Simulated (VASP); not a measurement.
CsSnI3: single point with PBE

CsSnI3:

```xyz
5
Lattice="6.5345 0.0000 0.0000 0.0000 6.5345 0.0000 0.0000 0.0000 6.5345" Properties=species:S:1:pos:R:3 pbc="T T T"
Cs    0.0000    0.0000    0.0000
Sn    3.2672    3.2672    3.2672
I     0.0000    3.2672    3.2672
I     3.2672    0.0000    3.2672
I     3.2672    3.2672    0.0000
```

| Item | Value |
| --- | --- |
| Program | VASP 6.6.1 |
| Task | single point |
| Functional | PBE |
| Potentials or basis | VASP PAW PBE potentials, release 64 (Cs_sv, Sn_d, I) |
| Cutoff | 520 eV |
| k mesh | 6 × 6 × 6 |
| Occupations | gaussian, width 0.02 eV |
| Spin | no spin polarisation |

The pressure is -1.4 GPa and the band gap on the k mesh is 0.90 eV.

Levels at points of the mesh, in eV from the valence-band top:
```tsv
k point	band 20	band 21	band 22	band 23	band 24	band 25
(0.00, 0.00, 0.00)	-1.33	-1.33	-1.33	2.84	4.02	4.02
(0.50, 0.00, 0.00)	-1.40	-1.40	-1.07	1.53	4.14	4.19
(0.50, 0.50, 0.00)	-1.64	-0.98	-0.53	1.25	1.25	3.96
(0.50, 0.50, 0.50)	-0.97	-0.97	0.00	0.90	0.90	0.90
```

Run time: 83 s on 1 thread of Intel(R) Xeon(R) 6975P-C (Granite Rapids), on a shared host, peak memory 0.44 GiB.

Caveat: spin-orbit coupling is left out, which moves the levels of the heavy elements. A k mesh can miss the band edges.
